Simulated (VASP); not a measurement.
Wanted: the native input for a VASP 6.6.1 run.

* Task: single point
* Functional: LDA
* Potentials or basis: VASP PAW LDA potentials, release 64 (Pb_d)
* Cutoff: 520 eV
* k mesh: 10 × 10 × 10
* Occupations: fermi-dirac, width 0.08 eV
* Spin: no spin polarisation
* Dipole correction: no
* Further INCAR settings: ALGO = Normal; EDIFF = 1e-06; NBANDS = 21

The structure of Pb lies in POSCAR:

```
Pb
1.0
    0.0000000000      3.0296347557      3.0296347557
    3.0296347557      0.0000000000      3.0296347557
    3.0296347557      3.0296347557      0.0000000000
Pb
2
Direct
   -0.1250000000     -0.1250000000     -0.1250000000
    0.1250000000      0.1250000000      0.1250000000
```

This cell differs from its parent crystal: volume scaled by 0.7.

One way to write it, as run:

INCAR

```
SYSTEM = Pb
  PREC = Accurate
  ENCUT = 520
  EDIFF = 1E-6
  ISMEAR = -1
  SIGMA = 0.08
  LREAL = .False.
  LASPH = .True.
  NELM = 100
  ALGO = Normal
  ISIF = 2
  LWAVE = .False.
  LCHARG = .False.
  NBANDS = 21
```

KPOINTS

```
regular mesh
0
Gamma
  10 10 10
  0 0 0
```

Potentials or basis: VASP PAW LDA potentials, release 64 (Pb_d).

Command:

```sh
$ cat potpaw_LDA.64/Pb_d/POTCAR > POTCAR
$ mpirun -np 1 vasp_std > vasp.out
```

Results of the run:

The pressure is 29.0 GPa. The band gap on the k mesh is zero (band 14 reaches 9.11 eV, above the bottom of band 15 at 7.88 eV).

Caveat: spin-orbit coupling is left out, which moves the levels of the heavy elements.

Wall time 12 s on 1 thread of Intel(R) Xeon(R) 6975P-C (Granite Rapids), on a shared host, peak memory 0.17 GiB.
